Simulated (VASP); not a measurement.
# Ga (Fd-3m) in VASP: single point with PBEsol

Aim: the single point of Ga with PBEsol.

Program: VASP 6.6.1. These are calculated values, not measurements. Logs are shortened: lines on timing, memory, paths and dates and some standing lists are left out, and cuts for length are marked.

**1. The cell of the first run**

The structure is cubic, space group Fd-3m (No. 227). The conventional cell has a = 5.510 Å, b = 5.510 Å, c = 5.510 Å, α = 90.00°, β = 90.00°, γ = 90.00°. Ga (site symmetry -43m) has 4 Ga at 2.39 Å within 3.2 Å.

**2. Single point, PBEsol**

INCAR

```
PREC = Accurate
ENCUT = 520
EDIFF = 1E-6
ISMEAR = -1
SIGMA = 0.1
LREAL = F
LASPH = T
NELM = 80
ALGO = Normal
ISIF = 2
LWAVE = F
LCHARG = T
GGA = PS
LELF = T
LVHAR = T
NBANDS = 20
```

KPOINTS

```
Automatic mesh
0
Gamma
  12 12 12
```

POSCAR

```
Ga
1.0
    0.0000000000      2.7548907730      2.7548907730
    2.7548907730      0.0000000000      2.7548907730
    2.7548907730      2.7548907730      0.0000000000
Ga
2
Direct
   -0.1250000000     -0.1250000000     -0.1250000000
    0.1250000000      0.1250000000      0.1250000000
```

Potentials or basis: VASP PAW PBE potentials, release 64 (Ga_d).

On the command line:

```
> cat potpaw_PBE.64/Ga_d/POTCAR > POTCAR
> mpirun -np 1 vasp_std > vasp.out
```

OUTCAR:

```text
PREC = Accurate
   ENCUT = 520
   EDIFF = 1E-6
   ISMEAR = -1
   LREAL = F
   LASPH = T
   NELM = 80
   ISIF = 2
   GGA = PS

 ion  position               nearest neighbor table
   1  0.875  0.875  0.875-   2 2.39   2 2.39   2 2.39   2 2.39
   2  0.125  0.125  0.125-   1 2.39   1 2.39   1 2.39   1 2.39

  LATTYP: Found a face centered cubic cell.
 ALAT       =     5.5097815460

  Lattice vectors:

 A1 = (   0.0000000000,   2.7548907730,   2.7548907730)
 A2 = (   2.7548907730,   0.0000000000,   2.7548907730)
 A3 = (   2.7548907730,   2.7548907730,   0.0000000000)

Analysis of symmetry for initial positions (statically):
=====================================================================
 Subroutine PRICEL returns:
 Original cell was already a primitive cell.

 Routine SETGRP: Setting up the symmetry group for a
 face centered cubic supercell.

 Subroutine GETGRP returns: Found 48 space group operations
 (whereof 12 operations were pure point group operations)
 out of a pool of 48 trial point group operations.

The static configuration has the point symmetry D_3d.
 The point group associated with its full space group is O_h .

Analysis of symmetry for dynamics (positions and initial velocities):
=====================================================================
 Subroutine PRICEL returns:
 Original cell was already a primitive cell.

 Routine SETGRP: Setting up the symmetry group for a
 face centered cubic supercell.

 Subroutine GETGRP returns: Found 48 space group operations
 (whereof 12 operations were pure point group operations)
 out of a pool of 48 trial point group operations.

The dynamic configuration has the point symmetry D_3d.
 The point group associated with its full space group is O_h .

 Subroutine INISYM returns: Found 48 space group operations
 (whereof 12 operations are pure point group operations),
 and found     1 'primitive' translations

----------------------------------------------------------------------------------------

                                     Primitive cell

  volume of cell :      41.8161

  direct lattice vectors                    reciprocal lattice vectors
     0.000000000  2.754890773  2.754890773    -0.181495399  0.181495399  0.181495399
     2.754890773  0.000000000  2.754890773     0.181495399 -0.181495399  0.181495399
     2.754890773  2.754890773  0.000000000     0.181495399  0.181495399 -0.181495399

  length of vectors
     3.896003894  3.896003894  3.896003894     0.314359252  0.314359252  0.314359252

  position of ions in fractional coordinates (direct lattice)
     0.875000000  0.875000000  0.875000000
     0.125000000  0.125000000  0.125000000

  ion indices of the primitive-cell ions
   primitive index   ion index
                 1           1
                 2           2

----------------------------------------------------------------------------------------

 KPOINTS: Automatic mesh

Automatic generation of k-mesh.
 Grid dimensions read from file:
 generate k-points for:   12   12   12

 Generating k-lattice:

  Cartesian coordinates                     Fractional coordinates (reciprocal lattice)
    -0.015124617  0.015124617  0.015124617     0.083333333  0.000000000  0.000000000
     0.015124617 -0.015124617  0.015124617     0.000000000  0.083333333  0.000000000
     0.015124617  0.015124617 -0.015124617     0.000000000  0.000000000  0.083333333

  Length of vectors
     0.026196604  0.026196604  0.026196604

  Shift w.r.t. Gamma in fractional coordinates (k-lattice)
     0.000000000  0.000000000  0.000000000

 Subroutine IBZKPT returns following result:
 ===========================================

 Found     72 irreducible k-points:

 Following reciprocal coordinates:
            Coordinates               Weight
  0.000000  0.000000  0.000000      1.000000
  0.083333  0.000000  0.000000      8.000000
  0.166667  0.000000  0.000000      8.000000
  0.250000  0.000000  0.000000      8.000000
  0.333333  0.000000  0.000000      8.000000
  0.416667  0.000000  0.000000      8.000000
[... 16 lines left out ...]
  0.500000  0.166667  0.000000     24.000000
 -0.416667  0.166667  0.000000     24.000000
 [... further k-points ...]
   k-points           NKPTS =     72   k-points in BZ     NKDIM =     72   number of bands    NBANDS=     20
   number of dos      NEDOS =    301   number of ions     NIONS =      2
   total plane-waves  NPLWV =  27000
   dimension x,y,z NGX =    30 NGY =   30 NGZ =   30
   dimension x,y,z NGXF=    60 NGYF=   60 NGZF=   60
   ions per type =               2
   NGX,Y,Z   is equivalent  to a cutoff of  12.80, 12.80, 12.80 a.u.
   NGXF,Y,Z  is equivalent  to a cutoff of  25.60, 25.60, 25.60 a.u.
 SYSTEM =  unknown system
   PREC   = accura    normal or accurate (medium, high low for compatibility)
   ISTART =      0    job   : 0-new  1-cont  2-samecut
   ICHARG =      2    charge: 1-file 2-atom 10-const
   ISPIN  =      1    spin polarized calculation?
   LNONCOLLINEAR =      F non collinear calculations
   LSORBIT =      F    spin-orbit coupling
   LASPH  =      T    aspherical Exc in radial PAW
   ENCUT  =  520.0 eV  38.22 Ry    6.18 a.u.   7.24  7.24  7.24*2*pi/ulx,y,z
   NELM   =     80;   NELMIN=  2; NELMDL= -5     # of ELM steps
   EDIFF  = 0.1E-05   stopping-criterion for ELM
   LREAL  =      F    real-space projection
   EDIFFG = 0.1E-04   stopping-criterion for IOM
   NSW    =      0    number of steps for IOM
   IBRION =     -1    ionic relax: 0-MD 1-quasi-New 2-CG
   NFREE  =      0    steps in history (QN), initial steepest desc. (CG)
   ISIF   =      2    stress and relaxation
   ISYM   =      2    0-nonsym 1-usesym 2-fastsym
   POTIM  = 0.5000    time-step for ionic-motion
   TEBEG  =    0.0;   TEEND  =   0.0 temperature during run
   PSTRESS=    0.0 pullay stress
   NELECT =      26.0000    total number of electrons
   NUPDOWN=      -1.0000    fix difference up-down
   EMIN   =  10.00;   EMAX   =-10.00  energy-range for DOS
   EFERMI =   0.00;   METHOD = LEGACY
   ISMEAR =    -1;   SIGMA  =   0.10  broadening in eV -4-tet -1-fermi 0-gaus
   EFERMI_NEDOS =   21; number of points for ismear=-14 and -15
   IALGO  =     38    algorithm
   IMIX   =      4    mixing-type and parameters
     AMIX     =   0.40;   BMIX     =  1.00
     AMIX_MAG =   1.60;   BMIX_MAG =  1.00
  volume/ion in A,a.u.               =      20.91       141.09
  Fermi-wavevector in a.u.,A,eV,Ry     =   1.397285  2.640485 26.564076  1.952404
  Thomas-Fermi vector in A             =   2.520556
   LORBIT       =      0    0 simple, 1 ext, 2 COOP (PROOUT), +10 PAW based schemes
   GGA     = PS    functional components
   LHFCALC =     F    Hartree Fock is set to
   AEXX    =    0.0000 exact exchange contribution
   IVDW    =     0    specifies the selected vdW correction
   LEPSILON=     F    determine dielectric tensor
   LRPA    =     F    only Hartree local field effects (RPA)
 non-spin polarized calculation
  energy-cutoff  :      520.00
  volume of cell :       41.82
 maximum number of plane-waves:      1158
 NGX is ok and might be reduce to    30
   NGX = 15   NGY = 15   NGZ = 15

 number of electron      25.9999992 magnetization

 Free energy of the ion-electron system (eV)
  ---------------------------------------------------
  ext. energy  EPLUGINS =         0.00000000
  ---------------------------------------------------
  free energy    TOTEN  =        -5.91821278 eV

  energy without entropy =       -5.88018557  energy(sigma->0) =       -5.89919918

 E-fermi :   3.7604     XC(G=0): -10.3671

 val. band max:        3.7386422450   @ k =   0.4167   0.1667   0.0833
 cond. band min:       3.7677105984   @ k =   0.4167   0.1667   0.0000
 fundamental gap:      0.0290683534
 Fermi energy:         3.7604421002

 k-point     1 :       0.0000    0.0000    0.0000
  band No.  band energies     occupation
      1     -11.1250      2.00000
      2     -11.1250      2.00000
      3     -11.1250      2.00000
      4     -11.0680      2.00000
      5     -11.0680      2.00000
      6     -10.6059      2.00000
[... 12 lines left out ...]
     19      12.3048      0.00000
     20      15.9864      0.00000

 k-point     2 :       0.0833    0.0000    0.0000
  band No.  band energies     occupation
      1     -11.1373      2.00000
      2     -11.1373      2.00000
      3     -11.1231      2.00000
      4     -11.0509      2.00000
      5     -11.0509      2.00000
      6     -10.6115      2.00000
[... 12 lines left out ...]
     19      12.8997      0.00000
     20      14.9561      0.00000

 k-point     3 :       0.1667    0.0000    0.0000
  band No.  band energies     occupation
      1     -11.1547      2.00000
      2     -11.1547      2.00000
      3     -11.1179      2.00000
      4     -11.0215      2.00000
      5     -11.0215      2.00000
      6     -10.6240      2.00000
[... 12 lines left out ...]
     19      13.8337      0.00000
     20      14.2851      0.00000

 k-point     4 :       0.2500    0.0000    0.0000
  band No.  band energies     occupation
      1     -11.1654      2.00000
      2     -11.1654      2.00000
      3     -11.1109      2.00000
      4     -10.9971      2.00000
      5     -10.9971      2.00000
      6     -10.6425      2.00000
[... 12 lines left out ...]
     19      13.7371      0.00000
     20      14.3682      0.00000

 k-point     5 :       0.3333    0.0000    0.0000
  band No.  band energies     occupation
      1     -11.1687      2.00000
      2     -11.1687      2.00000
      3     -11.1039      2.00000
      4     -10.9837      2.00000
      5     -10.9837      2.00000
      6     -10.6614      2.00000
[... 12 lines left out ...]
     19      14.9918      0.00000
     20      15.2609      0.00000
[... 353 lines left out ...]
      6     -10.7793      2.00000
[... 12 lines left out ...]
     19      15.5918      0.00000
     20      16.2009      0.00000

 k-point    22 :       0.4167    0.1667    0.0000
  band No.  band energies     occupation
      1     -11.2050      2.00000
      2     -11.1645      2.00000
      3     -11.0941      2.00000
      4     -10.9580      2.00000
      5     -10.9095      2.00000
      6     -10.7796      2.00000
[... 12 lines left out ...]
     19      15.3136      0.00000
     20      17.7369      0.00000

 k-point    23 :       0.5000    0.1667    0.0000
  band No.  band energies     occupation
      1     -11.2101      2.00000
      2     -11.1733      2.00000
      3     -11.0712      2.00000
      4     -10.9391      2.00000
      5     -10.9227      2.00000
      6     -10.7628      2.00000
[... 12 lines left out ...]
     19      15.2014      0.00000
     20      17.9298      0.00000

 k-point    24 :      -0.4167    0.1667    0.0000
  band No.  band energies     occupation
      1     -11.2082      2.00000
      2     -11.1828      2.00000
      3     -11.0552      2.00000
      4     -10.9475      2.00000
      5     -10.9228      2.00000
      6     -10.7389      2.00000
[... 12 lines left out ...]
     19      15.3806      0.00000
     20      16.1667      0.00000

 [... further k-points ...]
[... 5 lines left out ...]
  --------------------------------------------------------------------------------------
  -------------------------------------------------------------------------------------
  Total        2.1138411      2.1138411      2.1138411      0.0000000     -0.0000000      0.0000000
  in kB       80.9915609     80.9915609     80.9915609      0.0000000     -0.0000000      0.0000000
  external PRESSURE =      80.9915609 kB  Pullay stress =       0.0000000 kB

 VOLUME and BASIS-vectors are now :
 -----------------------------------------------------------------------------
  energy-cutoff  :      520.00
  volume of cell :       41.82
      direct lattice vectors                 reciprocal lattice vectors
     0.000000000  2.754890773  2.754890773    -0.181495399  0.181495399  0.181495399
     2.754890773  0.000000000  2.754890773     0.181495399 -0.181495399  0.181495399
     2.754890773  2.754890773  0.000000000     0.181495399  0.181495399 -0.181495399

 POSITION                                       TOTAL-FORCE (eV/Angst)
 -----------------------------------------------------------------------------------
      4.82106      4.82106      4.82106        -0.000000      0.000000     -0.000000
      0.68872      0.68872      0.68872         0.000000     -0.000000      0.000000
 -----------------------------------------------------------------------------------
    total drift:                               -0.000000      0.000000      0.000000

  FREE ENERGIE OF THE ION-ELECTRON SYSTEM (eV)
  ---------------------------------------------------
  free  energy   TOTEN  =        -5.9182127810 eV

  energy  without entropy=       -5.8801855717  energy(sigma->0) =       -5.89919918
```

Wall time 84 s (1 thread of Intel Xeon 8259CL, shared host); peak memory 0.2 GiB.

Results:

```yaml
Free_energy: -5.9182 eV
Pressure: 8.1 GPa
Band_gap_on_the_k_mesh: zero (band 13 reaches 7.12 eV, above the bottom of band 14 at 1.90 eV)
```

Caveat: the PAW data sets were made with another functional, which shifts forces and pressure a little.
